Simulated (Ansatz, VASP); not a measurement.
**One calculation of CaMg, two programs**

```
CELL_PARAMETERS angstrom
3.35736 0.00000 0.00000
0.00000 3.35736 0.00000
0.00000 0.00000 5.09546
ATOMIC_POSITIONS crystal
Ca 0.00000 0.00000 0.00000
Mg 0.50000 0.50000 0.50000
```

Alike in both runs: task single point; functional LDA; k mesh 14 × 14 × 14; occupations gaussian, width 0.15 eV; no spin polarisation.

|  | VASP | Ansatz |
| --- | --- | --- |
| version | VASP 6.6.1 | Ansatz 0.2.0 |
| potentials or method | VASP PAW LDA potentials, release 64 (Ca_sv, Mg), cutoff 520 eV | scalar-relativistic, plane waves, PAW |
| valence electrons in the cell | 12 | 20 |

```tsv
	VASP	Ansatz	Ansatz less VASP
gap on the k mesh at the Fermi level (eV)	none	none	-
pressure (GPa)	-0.1	0.1	+0.18
traceless stress, the component that is largest in VASP (GPa)	-2.08	-2.01	+0.071
```

LDA's correlation is that of Perdew and Zunger in VASP and of Perdew and Wang (1992) in Ansatz. A gap of «none» marks a metal or a gap that the smearing closes. VASP's potentials hold 12 valence electrons a cell and Ansatz's 20, so a difference there can come from the potentials and not from the codes.
